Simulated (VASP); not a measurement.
# Al12Pt in VASP: single point with PBEsol

Aim: the single point of Al12Pt with PBEsol.

Everything below comes from runs of VASP 6.6.1. Logs are shortened: lines on timing, memory, paths and dates and some standing lists are left out, and cuts for length are marked.

**1. The cell of the first run**

The cell holds a slab with vacuum, 13 atoms: a = 5.728 Å, b = 5.728 Å, c = 16.677 Å, α = 90.00°, β = 90.00°, γ = 60.00°.

**2. Single point, PBEsol**

The input, INCAR:

```
  PREC = Accurate
  ENCUT = 520
  EDIFF = 1E-6
  ISMEAR = -1
  SIGMA = 0.05
  LREAL = F
  LASPH = T
  NELM = 100
  ALGO = Normal
  ISIF = 2
  LWAVE = F
  LCHARG = F
  GGA = PS
  NBANDS = 35
```

The input, KPOINTS:

```
Automatic mesh
0
Gamma
  3 3 1
```

The input, POSCAR:

```
Al12Pt
1.0
    5.7275650000      0.0000000000      0.0000000000
    2.8637820000      4.9602170000      0.0000000000
    0.0000000000      0.0000000000     16.6765370000
Al Pt
12 1
Direct
    0.1666666208      0.1666667003      0.0599644878
    0.6666667081      0.1666667003      0.0599644878
    0.1666666712      0.6666665995      0.0599644878
    0.6666667585      0.6666665995      0.0599644878
   -0.1602426309      0.3322110706      0.2007581070
    0.3342179278      0.3393512824      0.1944324532
   -0.1614913549      0.8306013628      0.2046231781
    0.3194068774      0.8496660529      0.1962560333
   -0.0343864975      0.0280405071      0.3506776617
    0.4898501107     -0.0178129304      0.3313168675
    0.0227757018      0.5022217778      0.3466553638
    0.5025703664      0.5466081423      0.3248332073
    0.4978561401      0.2739714815      0.4256765059
```

Potentials or basis: VASP PAW PBE potentials, release 64 (Al, Pt).

Command:

```sh
cat potpaw_PBE.64/Al/POTCAR potpaw_PBE.64/Pt/POTCAR > POTCAR
mpirun -np 1 vasp_std > vasp.out
```

OUTCAR:

```text
PREC = Accurate
   ENCUT = 520
   EDIFF = 1E-6
   ISMEAR = -1
   LREAL = F
   LASPH = T
   NELM = 100
   ISIF = 2
   GGA = PS

 ion  position               nearest neighbor table
   1  0.167  0.167  0.060-   8 2.76   6 2.81   5 2.85   2 2.86   4 2.86   3 2.86   3 2.86   2 2.86
                             4 2.86
   2  0.667  0.167  0.060-   6 2.78   1 2.86   4 2.86   3 2.86   3 2.86   4 2.86   1 2.86   5 2.89
                             7 2.93
   3  0.167  0.667  0.060-   6 2.77   8 2.82   4 2.86   1 2.86   2 2.86   2 2.86   1 2.86   4 2.86
                             7 2.91
   4  0.667  0.667  0.060-   8 2.85   3 2.86   1 2.86   2 2.86   2 2.86   3 2.86   1 2.86   5 2.88
                             7 2.93
   5  0.840  0.332  0.201-  12 2.67   8 2.76   7 2.85   1 2.85   6 2.85   4 2.88   6 2.88   7 2.88
                             2 2.89   9 2.92   8 2.97  11 3.00
   6  0.334  0.339  0.194-   3 2.77   2 2.78   1 2.81   7 2.83   8 2.85   5 2.85  12 2.87   5 2.88
                             8 2.88  10 2.89   7 2.91  11 2.97
   7  0.839  0.831  0.205-  10 2.73   8 2.81   6 2.83   5 2.85  11 2.88   5 2.88   6 2.91   3 2.91
                             8 2.92   9 2.93   4 2.93   2 2.93
   8  0.319  0.850  0.196-  12 2.62  10 2.71   5 2.76   1 2.76   7 2.81   3 2.82   6 2.85   4 2.85
                             6 2.88   7 2.92   5 2.97   9 3.12
   9  0.966  0.028  0.351-  13 2.64  12 2.86  11 2.86  10 2.88  11 2.89  10 2.90   5 2.92   7 2.93
                            12 2.96   8 3.12
  10  0.490  0.982  0.331-  13 2.31  12 2.46   8 2.71   7 2.73  11 2.85   9 2.88   6 2.89   9 2.90
                            11 2.92  12 3.27
  11  0.023  0.502  0.347-  13 2.70  10 2.85   9 2.86   7 2.88  12 2.88   9 2.89  12 2.91  10 2.92
                             6 2.97   5 3.00
  12  0.503  0.547  0.325-  13 2.30  10 2.46   8 2.62   5 2.67   9 2.86   6 2.87  11 2.88  11 2.91
                             9 2.96  10 3.27
  13  0.498  0.274  0.426-  12 2.30  10 2.31   9 2.64  11 2.70

  LATTYP: Found a hexagonal cell.
 ALAT       =     5.7275649303
 C/A-ratio  =     2.9116277516

  Lattice vectors:

 A1 = (  -2.8637820000,  -4.9602170000,   0.0000000000)
 A2 = (   5.7275650000,   0.0000000000,   0.0000000000)
 A3 = (   0.0000000000,   0.0000000000,  16.6765370000)

Analysis of symmetry for initial positions (statically):
=====================================================================
 Subroutine PRICEL returns:
 Original cell was already a primitive cell.

 Routine SETGRP: Setting up the symmetry group for a
 hexagonal supercell.

 Subroutine GETGRP returns: Found  1 space group operations
 (whereof  1 operations were pure point group operations)
 out of a pool of 24 trial point group operations.

The static configuration has the point symmetry C_1 .

Analysis of symmetry for dynamics (positions and initial velocities):
=====================================================================
 Subroutine PRICEL returns:
 Original cell was already a primitive cell.

 Routine SETGRP: Setting up the symmetry group for a
 hexagonal supercell.

 Subroutine GETGRP returns: Found  1 space group operations
 (whereof  1 operations were pure point group operations)
 out of a pool of 24 trial point group operations.

The dynamic configuration has the point symmetry C_1 .

 Subroutine INISYM returns: Found  1 space group operations
 (whereof  1 operations are pure point group operations),
 and found     1 'primitive' translations

----------------------------------------------------------------------------------------

                                     Primitive cell

  volume of cell :     473.7798

  direct lattice vectors                    reciprocal lattice vectors
     5.727565000  0.000000000  0.000000000     0.174594265 -0.100802024  0.000000000
     2.863782000  4.960217000  0.000000000     0.000000000  0.201604083  0.000000000
     0.000000000  0.000000000 16.676537000     0.000000000  0.000000000  0.059964488

  length of vectors
     5.727565000  5.727564930 16.676537000     0.201604081  0.201604083  0.059964488

  position of ions in fractional coordinates (direct lattice)
     0.166666621  0.166666700  0.059964488
     0.666666708  0.166666700  0.059964488
     0.166666671  0.666666599  0.059964488
     0.666666758  0.666666599  0.059964488
     0.839757369  0.332211071  0.200758107
     0.334217928  0.339351282  0.194432453
     0.838508645  0.830601363  0.204623178
     0.319406877  0.849666053  0.196256033
     0.965613502  0.028040507  0.350677662
     0.489850111  0.982187070  0.331316867
     0.022775702  0.502221778  0.346655364
     0.502570366  0.546608142  0.324833207
     0.497856140  0.273971481  0.425676506

  ion indices of the primitive-cell ions
   primitive index   ion index
                 1           1
                 2           2
                 3           3
                 4           4
                 5           5
                 6           6
                 7           7
                 8           8
                 9           9
                10          10
                11          11
                12          12
                13          13

----------------------------------------------------------------------------------------

 KPOINTS: Automatic mesh

Automatic generation of k-mesh.
 Grid dimensions read from file:
 generate k-points for:    3    3    1

 Generating k-lattice:

  Cartesian coordinates                     Fractional coordinates (reciprocal lattice)
     0.058198088 -0.033600675  0.000000000     0.333333333  0.000000000  0.000000000
     0.000000000  0.067201361  0.000000000     0.000000000  0.333333333  0.000000000
     0.000000000  0.000000000  0.059964488     0.000000000  0.000000000  1.000000000

  Length of vectors
     0.067201360  0.067201361  0.059964488

  Shift w.r.t. Gamma in fractional coordinates (k-lattice)
     0.000000000  0.000000000  0.000000000

 Subroutine IBZKPT returns following result:
 ===========================================

 Found      5 irreducible k-points:

 Following reciprocal coordinates:
            Coordinates               Weight
  0.000000  0.000000  0.000000      1.000000
  0.333333  0.000000  0.000000      2.000000
  0.333333  0.333333  0.000000      2.000000
  0.000000  0.333333  0.000000      2.000000
 -0.333333  0.333333  0.000000      2.000000
   k-points           NKPTS =      5   k-points in BZ     NKDIM =      5   number of bands    NBANDS=     35
   number of dos      NEDOS =    301   number of ions     NIONS =     13
   total plane-waves  NPLWV = 290304
   dimension x,y,z NGX =    48 NGY =   48 NGZ =  126
   dimension x,y,z NGXF=    96 NGYF=   96 NGZF=  252
   ions per type =              12   1
   NGX,Y,Z   is equivalent  to a cutoff of  13.93, 13.93, 12.56 a.u.
   NGXF,Y,Z  is equivalent  to a cutoff of  27.86, 27.86, 25.12 a.u.
 SYSTEM =  unknown system
   PREC   = accura    normal or accurate (medium, high low for compatibility)
   ISTART =      0    job   : 0-new  1-cont  2-samecut
   ICHARG =      2    charge: 1-file 2-atom 10-const
   ISPIN  =      1    spin polarized calculation?
   LNONCOLLINEAR =      F non collinear calculations
   LSORBIT =      F    spin-orbit coupling
   LASPH  =      T    aspherical Exc in radial PAW
   ENCUT  =  520.0 eV  38.22 Ry    6.18 a.u.  10.65 10.65 31.01*2*pi/ulx,y,z
   NELM   =    100;   NELMIN=  2; NELMDL= -5     # of ELM steps
   EDIFF  = 0.1E-05   stopping-criterion for ELM
   LREAL  =      F    real-space projection
   EDIFFG = 0.1E-04   stopping-criterion for IOM
   NSW    =      0    number of steps for IOM
   IBRION =     -1    ionic relax: 0-MD 1-quasi-New 2-CG
   NFREE  =      0    steps in history (QN), initial steepest desc. (CG)
   ISIF   =      2    stress and relaxation
   ISYM   =      2    0-nonsym 1-usesym 2-fastsym
   POTIM  = 0.5000    time-step for ionic-motion
   TEBEG  =    0.0;   TEEND  =   0.0 temperature during run
   PSTRESS=    0.0 pullay stress
   NELECT =      46.0000    total number of electrons
   NUPDOWN=      -1.0000    fix difference up-down
   EMIN   =  10.00;   EMAX   =-10.00  energy-range for DOS
   EFERMI =   0.00;   METHOD = LEGACY
   ISMEAR =    -1;   SIGMA  =   0.05  broadening in eV -4-tet -1-fermi 0-gaus
   EFERMI_NEDOS =   21; number of points for ismear=-14 and -15
   IALGO  =     38    algorithm
   IMIX   =      4    mixing-type and parameters
     AMIX     =   0.40;   BMIX     =  1.00
     AMIX_MAG =   1.60;   BMIX_MAG =  1.00
  volume/ion in A,a.u.               =      36.44       245.94
  Fermi-wavevector in a.u.,A,eV,Ry     =   0.752434  1.421895  7.703039  0.566157
  Thomas-Fermi vector in A             =   1.849644
   LORBIT       =      0    0 simple, 1 ext, 2 COOP (PROOUT), +10 PAW based schemes
   GGA     = PS    functional components
   LHFCALC =     F    Hartree Fock is set to
   AEXX    =    0.0000 exact exchange contribution
   IVDW    =     0    specifies the selected vdW correction
   LEPSILON=     F    determine dielectric tensor
   LRPA    =     F    only Hartree local field effects (RPA)
 non-spin polarized calculation
  energy-cutoff  :      520.00
  volume of cell :      473.78
 maximum number of plane-waves:     12795
 NGX is ok and might be reduce to    42
   NGX = 21   NGY = 21   NGZ = 63

 number of electron      46.0000000 magnetization

 Free energy of the ion-electron system (eV)
  ---------------------------------------------------
  ext. energy  EPLUGINS =         0.00000000
  ---------------------------------------------------
  free energy    TOTEN  =       -52.92392847 eV

  energy without entropy =      -52.83088895  energy(sigma->0) =      -52.87740871

 E-fermi :   1.3876     XC(G=0):  -5.7754

 val. band max:        1.3874366445   @ k =   0.0000   0.0000   0.0000
 cond. band min:       1.3949070363   @ k =   0.3333   0.0000   0.0000
 fundamental gap:      0.0074703918
 Fermi energy:         1.3876184008

 k-point     1 :       0.0000    0.0000    0.0000
  band No.  band energies     occupation
      1      -9.1121      2.00000
      2      -7.4983      2.00000
      3      -5.0676      2.00000
      4      -3.6891      2.00000
      5      -3.5548      2.00000
      6      -3.5049      2.00000
[... 27 lines left out ...]
     34       4.1846      0.00000
     35       4.2337      0.00000

 k-point     2 :       0.3333    0.0000    0.0000
  band No.  band energies     occupation
      1      -8.4552      2.00000
      2      -6.8861      2.00000
      3      -6.4406      2.00000
      4      -4.9426      2.00000
      5      -4.6327      2.00000
      6      -4.6168      2.00000
[... 27 lines left out ...]
     34       4.5358      0.00000
     35       4.8764      0.00000

 k-point     3 :       0.3333    0.3333    0.0000
  band No.  band energies     occupation
      1      -8.4523      2.00000
      2      -6.8536      2.00000
      3      -6.4987      2.00000
      4      -5.0291      2.00000
      5      -4.6066      2.00000
      6      -4.5072      2.00000
[... 27 lines left out ...]
     34       4.5294      0.00000
     35       4.9928      0.00000

 k-point     4 :       0.0000    0.3333    0.0000
  band No.  band energies     occupation
      1      -8.4518      2.00000
      2      -6.8539      2.00000
      3      -6.5008      2.00000
      4      -5.0290      2.00000
      5      -4.6255      2.00000
      6      -4.4874      2.00000
[... 27 lines left out ...]
     34       4.5519      0.00000
     35       5.0053      0.00000

 k-point     5 :      -0.3333    0.3333    0.0000
  band No.  band energies     occupation
      1      -7.2709      2.00000
      2      -7.1286      2.00000
      3      -7.0310      2.00000
      4      -5.6937      2.00000
      5      -5.5745      2.00000
      6      -5.4311      2.00000
[... 27 lines left out ...]
     34       4.6707      0.00000
     35       4.7951      0.00000

------------------------ aborting loop because EDIFF is reached ----------------------------------------

  FORCE on cell =-STRESS in cart. coord.  units (eV):
  Direction    XX          YY          ZZ          XY          YZ          ZX
  --------------------------------------------------------------------------------------
  -------------------------------------------------------------------------------------
  Total       -4.7007844     -0.2045109      0.1678494      2.7791221     -0.4232406     -0.3059816
  in kB      -15.8966033     -0.6915928      0.5676149      9.3981340     -1.4312692     -1.0347353
  external PRESSURE =      -5.3401937 kB  Pullay stress =       0.0000000 kB

 VOLUME and BASIS-vectors are now :
 -----------------------------------------------------------------------------
  energy-cutoff  :      520.00
  volume of cell :      473.78
      direct lattice vectors                 reciprocal lattice vectors
     5.727565000  0.000000000  0.000000000     0.174594265 -0.100802024  0.000000000
     2.863782000  4.960217000  0.000000000     0.000000000  0.201604083  0.000000000
     0.000000000  0.000000000 16.676537000     0.000000000  0.000000000  0.059964488

 POSITION                                       TOTAL-FORCE (eV/Angst)
 -----------------------------------------------------------------------------------
      1.43189      0.82670      1.00000         0.174750      0.223459     -0.125334
      4.29567      0.82670      1.00000        -0.159662      0.107628      0.137053
      2.86378      3.30681      1.00000        -0.112442     -0.211304     -0.053771
      5.72757      3.30681      1.00000         0.089698     -0.016446      0.008890
      5.76114      1.64784      3.34795         0.037768      0.004741      0.019070
      2.88608      1.68326      3.24246         0.025087     -0.012386     -0.005348
      7.18127      4.11996      3.41241         0.040446     -0.002881      0.001003
      4.26268      4.21453      3.27287         0.005658     -0.030714     -0.027847
      5.61092      0.13909      5.84809         0.006299     -0.004506      0.023170
      5.61842      4.87186      5.52522        -0.009597      0.008565     -0.077022
      1.56870      2.49113      5.78101        -0.018295      0.013911      0.053768
      4.44387      2.71129      5.41709        -0.014989     -0.044638      0.052846
      3.63610      1.35896      7.09881        -0.064721     -0.035430     -0.006479
 -----------------------------------------------------------------------------------
    total drift:                                0.000184     -0.000173     -0.000288

  FREE ENERGIE OF THE ION-ELECTRON SYSTEM (eV)
  ---------------------------------------------------
  free  energy   TOTEN  =       -52.9239284680 eV

  energy  without entropy=      -52.8308889519  energy(sigma->0) =      -52.87740871
```

It took 2 min on 1 thread of AMD EPYC 9R45 (Zen 5), shared host; peak memory 0.59 GiB.

What came out:

| Quantity | Value |
| --- | --- |
| Free energy | -52.9239 eV |
| Largest force | 0.310 eV/Å |
| Band gap on the k mesh | zero (bands 23 and 24 overlap by 0.01 eV) |

Forces on the atoms (eV/Å):
```
Al   0.175  0.223 -0.125
Al  -0.160  0.108  0.137
Al  -0.112 -0.211 -0.054
Al   0.090 -0.016  0.009
Al   0.038  0.005  0.019
Al   0.025 -0.012 -0.005
Al   0.040 -0.003  0.001
Al   0.006 -0.031 -0.028
Al   0.006 -0.005  0.023
Al  -0.010  0.009 -0.077
Al  -0.018  0.014  0.054
Al  -0.015 -0.045  0.053
Pt  -0.065 -0.035 -0.006
```

Caveat: the k points lie up to 0.42 Å⁻¹ apart; the PAW data sets were made with another functional, which shifts forces and pressure a little; spin-orbit coupling is left out, which moves the levels of the heavy elements.
